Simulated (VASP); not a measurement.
# Mg64O65 (a cell with a defect) in VASP: further runs

The runs below take Mg64O65 (a cell with a defect) through single point, with PBE.

Program: VASP 6.6.1. These are calculated values, not measurements. Logs are shortened: lines on timing, memory, paths and dates and some standing lists are left out, and cuts for length are marked.

### 1 The cell of the first run

The cell holds a defect, 129 atoms: a = 12.033 Å, b = 12.033 Å, c = 12.033 Å, α = 60.00°, β = 60.00°, γ = 60.00°.

### 2 Single point, PBE

INCAR reads:

```
SYSTEM = Mg64O65
PREC = Accurate ; ENCUT = 520
EDIFF = 1E-6 ; ISMEAR = -1
SIGMA = 0.01 ; LREAL = Auto
LASPH = .True. ; NELM = 80
ALGO = Normal ; ISIF = 2
LWAVE = .False. ; LCHARG = .False.
GGA = PE ; NELECT = 520.0
NBANDS = 329 ; LUSENCCL = .False.
```

KPOINTS reads:

```
regular mesh
0
Gamma
  1 1 1
  0 0 0
```

POSCAR reads:

```
Mg64O65
1.0
    0.0000000000      8.5087624600      8.5087624600
    8.5087624600      0.0000000000      8.5087624600
    8.5087624600      8.5087624600      0.0000000000
Mg O
64 65
Direct
    0.0008330236      0.0031268942     -0.0011635064
    0.0004133386      0.0036842020      0.2467747819
    0.0000483031      0.0034373976      0.4986830952
    0.0001319228      0.0046010804      0.7500166481
    0.0020642250      0.2548705538     -0.0036798536
    0.0014804738      0.2519722474      0.2486452066
[... 121 lines left out ...]
    0.8682767365      0.8813886315      0.8787106862
    0.1498503462      0.6504035136      0.7132826928
```

Potentials or basis: VASP PAW PBE potentials, release 64 (Mg, O).

The run is started by

```
> cat potpaw_PBE.64/Mg/POTCAR potpaw_PBE.64/O/POTCAR > POTCAR
> mpirun -np 1 vasp_gam > vasp.out
```

OUTCAR:

```text
SYSTEM = Mg64O65
   PREC = Accurate
   ENCUT = 520
   EDIFF = 1E-6
   ISMEAR = -1
   LREAL = Auto
   LASPH = .True.
   NELM = 80
   ISIF = 2
   GGA = PE
   NELECT = 520.0

 ion  position               nearest neighbor table
   1  0.001  0.003  0.999-  80 2.09  77 2.10  68 2.11 113 2.12 116 2.13 125 2.16  13 2.97  17 2.98
                             2 2.98   4 2.99  20 2.99  53 2.99  14 3.01   8 3.02   5 3.02  29 3.02
   2  0.000  0.004  0.247-  78 2.09  65 2.10  77 2.11 113 2.11 114 2.14 126 2.15  15 2.93  17 2.98
                             1 2.98  54 2.99  18 2.99   6 3.01   5 3.02  50 3.02   3 3.03  30 3.03
   3  0.000  0.003  0.499-  79 2.02  66 2.11  78 2.13 114 2.13 115 2.15 127 2.16  16 2.95  18 2.97
                            19 2.97  55 2.99   7 3.00   6 3.00   2 3.03   4 3.03  51 3.04  52 3.04
   4  0.000  0.005  0.750-  79 2.01  67 2.10 116 2.11  80 2.12 115 2.15 128 2.17  16 2.92  20 2.95
                            56 2.98  19 2.98   1 2.99   7 2.99   8 3.00  49 3.02   3 3.03  52 3.05
   5  0.002  0.255  0.996-  72 2.09 120 2.11 117 2.12  68 2.13  65 2.14 113 2.16  57 2.98  24 2.98
                             8 2.99  21 2.99  53 3.01   6 3.02   2 3.02  54 3.02   1 3.02  17 3.03
   6  0.001  0.252  0.249-  69 2.07  66 2.11 117 2.13 118 2.13  65 2.13 114 2.14  21 2.97  22 2.98
                             3 3.00  58 3.00   2 3.01  54 3.01  10 3.01  55 3.01   5 3.02   7 3.02
   7  0.001  0.251  0.500-  70 2.10 119 2.12  67 2.12 118 2.13  66 2.13 115 2.14  23 2.97  22 2.98
                             4 2.99   3 3.00  56 3.00  55 3.00  59 3.00   8 3.01   6 3.02  10 3.02
   8  0.002  0.254  0.748-  71 2.05 120 2.12 119 2.12  67 2.12  68 2.13 116 2.16  24 2.96  23 2.98
                            60 2.99   5 2.99   4 3.00  53 3.01   7 3.01  56 3.02   1 3.02  11 3.02
   9  0.008  0.508  0.994-  76 1.95 124 2.17  72 2.17 121 2.19  69 2.20 117 2.22  13 2.99  25 2.99
[... 106 lines left out ...]
                            59 2.98  58 2.98  61 2.99  34 2.99  46 3.01  14 3.02  47 3.02  50 3.02
  63  0.746  0.750  0.501- 123 2.06 107 2.08 110 2.11 122 2.12 111 2.14 126 2.17  15 2.92  59 2.97
                            62 2.98  60 2.98  35 2.98  48 3.01  64 3.01  47 3.01  50 3.02  11 3.03
  64  0.748  0.751  0.749- 123 2.09 108 2.10 111 2.12 124 2.13 127 2.14 112 2.15  16 2.94  60 2.96
                            57 2.98  36 2.99  63 3.01  45 3.01  15 3.02  51 3.02  48 3.03  12 3.04
  65  0.125  0.126  0.124-  21 2.10   2 2.10  17 2.13   6 2.13   5 2.14  18 2.16
  66  0.125  0.126  0.374-  22 2.09   3 2.11   6 2.11  18 2.13   7 2.13  19 2.15
  67  0.125  0.127  0.626-  23 2.08   4 2.10  20 2.12   7 2.12   8 2.12  19 2.16
  68  0.126  0.126  0.875-  24 2.10   1 2.11  17 2.12   5 2.13   8 2.13  20 2.16
  69  0.128  0.368  0.131-   6 2.07  22 2.08  21 2.11  10 2.14  25 2.16   9 2.20
  70  0.127  0.373  0.375-   7 2.10  22 2.11  23 2.12  26 2.14  10 2.14  11 2.18
  71  0.131  0.366  0.624-   8 2.05  23 2.06  24 2.09  11 2.14  27 2.16  12 2.26
  72  0.131  0.372  0.875-   5 2.09  28 2.11  21 2.12  24 2.13  12 2.17   9 2.17
  73  0.126  0.626  0.133-  14 2.04  26 2.04  29 2.10  10 2.11  13 2.15  25 2.15
  74  0.126  0.627  0.353-  14 1.98  26 1.98  30 2.06  11 2.09  15 2.30  27 2.30
  75  0.117  0.617  0.566-  15 1.84  27 1.84  12 1.93  31 2.07
  76  0.118  0.618  0.929-  25 1.88  13 1.88   9 1.95  32 2.07  28 2.67  16 2.68
  77  0.124  0.879  0.123-  17 2.09   1 2.10   2 2.11  14 2.15  30 2.16  29 2.16
  78  0.120  0.880  0.372-  18 2.08   2 2.09   3 2.13  15 2.14  30 2.14  31 2.21
[... 308 lines left out ...]
  Thomas-Fermi vector in A             =   2.362945
   LORBIT       =      0    0 simple, 1 ext, 2 COOP (PROOUT), +10 PAW based schemes
   GGA     = PE    functional components
   LHFCALC =     F    Hartree Fock is set to
   AEXX    =    0.0000 exact exchange contribution
   IVDW    =     0    specifies the selected vdW correction
   LEPSILON=     F    determine dielectric tensor
   LRPA    =     F    only Hartree local field effects (RPA)
 non-spin polarized calculation
  energy-cutoff  :      520.00
  volume of cell :     1232.05
 maximum number of plane-waves:     16612
 NGX is ok and might be reduce to    90
   NGX = 45   NGY = 45   NGZ = 45

 number of electron     519.9999963 magnetization

 Free energy of the ion-electron system (eV)
  ---------------------------------------------------
  ext. energy  EPLUGINS =         0.00000000
  ---------------------------------------------------
  free energy    TOTEN  =      -750.98631262 eV

  energy without entropy =     -750.98631262  energy(sigma->0) =     -750.98631262

 E-fermi :   6.6174     XC(G=0): -10.9834

 val. band max:        6.2998238079   @ k =   0.0000   0.0000   0.0000
 cond. band min:       7.4555892220   @ k =   0.0000   0.0000   0.0000
 fundamental gap:      1.1557654141
 Fermi energy:         6.6173783645

 k-point     1 :       0.0000    0.0000    0.0000
  band No.  band energies     occupation
      1     -14.2110      2.00000
      2     -13.7322      2.00000
      3     -13.7254      2.00000
      4     -13.7180      2.00000
      5     -13.6435      2.00000
      6     -13.6390      2.00000
[... 264 lines left out ...]
    271      10.6799      0.00000
    272      10.7144      0.00000
 [bands above 272 left out]

------------------------ aborting loop because EDIFF is reached ----------------------------------------

  FORCE on cell =-STRESS in cart. coord.  units (eV):
  Direction    XX          YY          ZZ          XY          YZ          ZX
  --------------------------------------------------------------------------------------
  -------------------------------------------------------------------------------------
  Total       41.2568262     41.3659814     22.5153162      3.2612759     -0.6265429     -0.6009133
  in kB       53.6509237     53.7928706     29.2792156      4.2410064     -0.8147647     -0.7814356
  external PRESSURE =      45.5743366 kB  Pullay stress =       0.0000000 kB

 VOLUME and BASIS-vectors are now :
 -----------------------------------------------------------------------------
  energy-cutoff  :      520.00
  volume of cell :     1232.05
      direct lattice vectors                 reciprocal lattice vectors
     0.000000000  8.508762460  8.508762460    -0.058762952  0.058762952  0.058762952
     8.508762460  0.000000000  8.508762460     0.058762952 -0.058762952  0.058762952
     8.508762460  8.508762460  0.000000000     0.058762952  0.058762952 -0.058762952

 POSITION                                       TOTAL-FORCE (eV/Angst)
 -----------------------------------------------------------------------------------
      8.52547      8.50595      0.03369        -0.013463      0.004494     -0.002300
      2.13110      2.10327      0.03486        -0.004743      0.016387     -0.006598
      4.27242      4.24359      0.02966         0.008340      0.013810     -0.000342
      6.42086      6.38284      0.04027        -0.011702     -0.006046      0.001830
     10.64608      8.49502      2.18620        -0.008284      0.010871      0.002471
      4.25963      2.12826      2.15657         0.004459      0.015028      0.001343
[... 121 lines left out ...]
     14.97627     14.86470     14.88749        -0.004413     -0.014754     -0.011826
     11.60328      7.34419      6.80917         0.078700      0.100710      0.494427
 -----------------------------------------------------------------------------------
    total drift:                               -0.008655     -0.009033      0.041270

  FREE ENERGIE OF THE ION-ELECTRON SYSTEM (eV)
  ---------------------------------------------------
  free  energy   TOTEN  =      -750.9863126224 eV

  energy  without entropy=     -750.9863126224  energy(sigma->0) =     -750.98631262
```

OSZICAR:

```text
N       E                     dE             d eps       ncg     rms          rms(c)
DAV:   1     0.521670942333E+04    0.52167E+04   -0.28875E+05   666   0.155E+03
DAV:   2    -0.239093282545E+03   -0.54558E+04   -0.52271E+04   956   0.359E+02
DAV:   3    -0.846634891766E+03   -0.60754E+03   -0.60303E+03   772   0.126E+02
DAV:   4    -0.859148522724E+03   -0.12514E+02   -0.12482E+02   772   0.196E+01
DAV:   5    -0.859279355194E+03   -0.13083E+00   -0.13074E+00   756   0.207E+00    0.593E+01
DAV:   6    -0.752217634140E+03    0.10706E+03   -0.52444E+02   748   0.366E+01    0.185E+01
DAV:   7    -0.751632804339E+03    0.58483E+00   -0.10147E+01   716   0.642E+00    0.115E+01
DAV:   8    -0.751014351983E+03    0.61845E+00   -0.18795E+00   764   0.386E+00    0.181E+00
DAV:   9    -0.750986081044E+03    0.28271E-01   -0.32016E-01   780   0.126E+00    0.846E-01
DAV:  10    -0.750985900070E+03    0.18097E-03   -0.75393E-02   724   0.542E-01    0.439E-01
DAV:  11    -0.750988739138E+03   -0.28391E-02   -0.25159E-02   772   0.293E-01    0.312E-01
DAV:  12    -0.750986923621E+03    0.18155E-02   -0.43956E-03   972   0.238E-01    0.208E-01
DAV:  13    -0.750986568670E+03    0.35495E-03   -0.83685E-03   772   0.216E-01    0.120E-01
DAV:  14    -0.750986433488E+03    0.13518E-03   -0.94253E-04   716   0.658E-02    0.771E-02
DAV:  15    -0.750986352227E+03    0.81262E-04   -0.49380E-04   740   0.356E-02    0.361E-02
DAV:  16    -0.750986311847E+03    0.40380E-04   -0.10556E-04   764   0.241E-02    0.127E-02
DAV:  17    -0.750986312412E+03   -0.56563E-06   -0.24664E-05   772   0.119E-02    0.801E-03
DAV:  18    -0.750986312622E+03   -0.21009E-06   -0.33070E-06   548   0.485E-03
   1 F= -.75098631E+03 E0= -.75098631E+03  d E =-.106181E-13
```

Wall time 1.9 min (1 × NVIDIA H100 80GB with 1 thread of Intel Xeon Platinum 8481C at 2.70GHz (Sapphire Rapids), shared host); peak memory 1.9 GiB.

Results:

| Quantity | Value |
| --- | --- |
| Free energy | -750.9863 eV |
| Largest force | 0.511 eV/Å |

Levels at points of the mesh, in eV from the Fermi level:
| k point | band 256 | band 257 | band 258 | band 259 | band 260 | band 261 | band 262 | band 263 | band 264 | band 265 |
| --- | --- | --- | --- | --- | --- | --- | --- | --- | --- | --- |
| (0.00, 0.00, 0.00) | -2.95 | -2.83 | -2.53 | -1.88 | -0.32 | 0.84 | 3.10 | 3.11 | 3.18 | 3.19 |

Caveat: the k points lie up to 0.64 Å⁻¹ apart; the cell carries a net charge on a neutralising background, which shifts energy and pressure; the cell is charged against a uniform background, so pressure and absolute levels hang on convention.

### 3 Single point, PBE

INCAR reads:

```
SYSTEM = Mg64O65
PREC = Accurate
ENCUT = 520
EDIFF = 1E-6
ISMEAR = -1
SIGMA = 0.01
LREAL = Auto
LASPH = .True.
NELM = 100
ALGO = Normal
ISIF = 2
LWAVE = .False.
LCHARG = .False.
GGA = PE
NELECT = 520.0
NBANDS = 329
LUSENCCL = .False.
```

KPOINTS reads:

```
Automatic mesh
0
Gamma
  1 1 1
  0 0 0
```

POSCAR reads:

```
Mg64O65
1.0
    0.0000000000      8.5087624600      8.5087624600
    8.5087624600      0.0000000000      8.5087624600
    8.5087624600      8.5087624600      0.0000000000
Mg O
64 65
Direct
    0.0006946956      0.0035597421     -0.0009561908
    0.0003105034      0.0042861697      0.2464428887
   -0.0004603490      0.0028123949      0.4973853742
   -0.0002483910      0.0033548357      0.7513602043
    0.0016981318      0.2549512941     -0.0031810736
    0.0011384147      0.2540076198      0.2456911343
[... 121 lines left out ...]
    0.8690914848      0.8822103138      0.8778914719
    0.1000838846      0.6006449262      0.7630412802
```

Potentials or basis: VASP PAW PBE potentials, release 64 (Mg, O).

The run is started by

```
> cat potpaw_PBE.64/Mg/POTCAR potpaw_PBE.64/O/POTCAR > POTCAR
> mpirun -np 1 vasp_gam > vasp.out
```

It took 2.1 min on 1 × NVIDIA H100 80GB with 1 thread of Intel Xeon Platinum 8481C at 2.70GHz (Sapphire Rapids), shared host; peak memory 1.9 GiB.

The run converged. Its results:

| Quantity | Value |
| --- | --- |
| Free energy | -750.9859 eV |
| Largest force | 0.512 eV/Å |

Forces in eV/Å, atoms in the order of the input:
```
Mg  -0.010  0.005  0.005
Mg  -0.001  0.015  0.004
Mg  -0.015 -0.008 -0.009
Mg  -0.011  0.009 -0.015
Mg  -0.006  0.016  0.006
Mg  -0.008 -0.014  0.015
Mg  -0.009 -0.006 -0.004
Mg  -0.007  0.007 -0.005
Mg  -0.080 -0.078  0.135
Mg  -0.022 -0.019  0.011
Mg  -0.029 -0.026 -0.033
Mg  -0.059 -0.052 -0.072
Mg  -0.009  0.007  0.007
Mg  -0.001  0.030  0.000
Mg  -0.041  0.055  0.015
Mg  -0.055  0.003  0.002
Mg   0.002 -0.005  0.010
Mg  -0.001 -0.024  0.004
Mg   0.012 -0.011  0.002
Mg   0.018  0.005  0.002
Mg  -0.005 -0.014 -0.002
Mg   0.004 -0.012  0.003
Mg   0.015 -0.004  0.007
Mg   0.016  0.006  0.000
Mg   0.007 -0.011  0.008
Mg   0.027  0.001 -0.001
Mg   0.063 -0.047  0.017
Mg  -0.002 -0.057  0.003
Mg  -0.007 -0.005 -0.012
Mg   0.005  0.007  0.014
Mg  -0.032 -0.022  0.187
Mg   0.042  0.052  0.069
Mg  -0.009 -0.013  0.003
Mg  -0.003 -0.007 -0.001
Mg   0.006  0.002  0.002
Mg   0.009  0.006  0.004
Mg  -0.004 -0.015  0.001
Mg   0.010 -0.004  0.000
Mg   0.017 -0.002  0.001
Mg   0.000 -0.007 -0.007
Mg   0.006 -0.011  0.002
Mg   0.017 -0.002  0.003
Mg  -0.006 -0.019 -0.010
Mg   0.012 -0.012 -0.017
Mg  -0.004  0.002  0.006
Mg  -0.023  0.000  0.000
Mg  -0.011  0.011 -0.003
Mg   0.005  0.017 -0.002
Mg  -0.013 -0.007  0.002
Mg  -0.001  0.008  0.001
Mg   0.000  0.015  0.001
Mg  -0.007  0.000 -0.007
Mg  -0.004 -0.005  0.000
Mg   0.006  0.005  0.000
Mg  -0.003 -0.005 -0.004
Mg  -0.004 -0.005 -0.007
Mg   0.015 -0.005  0.003
Mg  -0.014 -0.008  0.013
Mg  -0.008 -0.009 -0.007
Mg   0.006 -0.006 -0.008
Mg  -0.012 -0.007 -0.002
Mg  -0.013  0.004  0.002
Mg  -0.003  0.015  0.007
Mg   0.008  0.014  0.000
O    0.000  0.022 -0.013
O    0.000  0.006  0.009
O   -0.008 -0.003  0.003
O   -0.017 -0.006 -0.008
O   -0.003  0.002  0.012
O    0.000  0.005 -0.003
O    0.015 -0.025  0.008
O   -0.088  0.086 -0.093
O    0.027  0.034 -0.006
O    0.054  0.063 -0.024
O    0.136  0.145  0.165
O    0.014  0.013  0.151
O   -0.003  0.009 -0.005
O    0.000 -0.017  0.033
O   -0.046  0.018 -0.016
O    0.023 -0.006  0.036
O    0.007  0.007 -0.001
O   -0.002  0.001 -0.004
O   -0.001 -0.013 -0.002
O   -0.014  0.014  0.003
O   -0.002  0.010 -0.001
O    0.011 -0.003 -0.002
O   -0.015  0.003  0.010
O   -0.015 -0.011  0.014
O    0.008 -0.001 -0.008
O   -0.021  0.000  0.025
O    0.018 -0.040 -0.021
O   -0.009  0.025  0.030
O    0.002  0.000  0.003
O    0.008  0.001 -0.019
O   -0.002 -0.006 -0.004
O   -0.002 -0.003  0.002
O    0.004  0.001 -0.001
O   -0.001 -0.004  0.004
O   -0.005 -0.008  0.003
O    0.007  0.003  0.010
O   -0.002  0.002 -0.004
O   -0.007 -0.004 -0.003
O    0.008 -0.009  0.006
O   -0.007  0.007  0.001
O    0.019  0.003 -0.018
O    0.004  0.005  0.008
O   -0.006 -0.007  0.000
O   -0.010 -0.014 -0.010
O    0.009  0.006 -0.003
O    0.002 -0.003 -0.005
O   -0.011 -0.003 -0.004
O    0.017 -0.018  0.001
O    0.005 -0.004 -0.004
O   -0.001 -0.009 -0.002
O   -0.005  0.002  0.007
O    0.009 -0.009  0.000
O   -0.007 -0.011 -0.031
O    0.000 -0.003  0.003
O   -0.005 -0.009 -0.003
O    0.002 -0.006  0.002
O    0.000 -0.001  0.007
O    0.004  0.001 -0.008
O   -0.026  0.018 -0.001
O    0.082 -0.086 -0.099
O    0.010 -0.001 -0.001
O   -0.006  0.009 -0.001
O    0.002 -0.018  0.009
O   -0.007 -0.016  0.013
O    0.076  0.099 -0.497
```

Levels at points of the mesh, in eV from the Fermi level:
```csv
k point,band 258,band 259,band 260,band 261,band 262,band 263
"(0.00, 0.00, 0.00)",-2.47,-1.82,-0.26,0.90,3.16,3.17
```

Caveat: the k points lie up to 0.64 Å⁻¹ apart; the cell carries a net charge on a neutralising background, which shifts energy and pressure; the cell is charged against a uniform background, so pressure and absolute levels hang on convention.
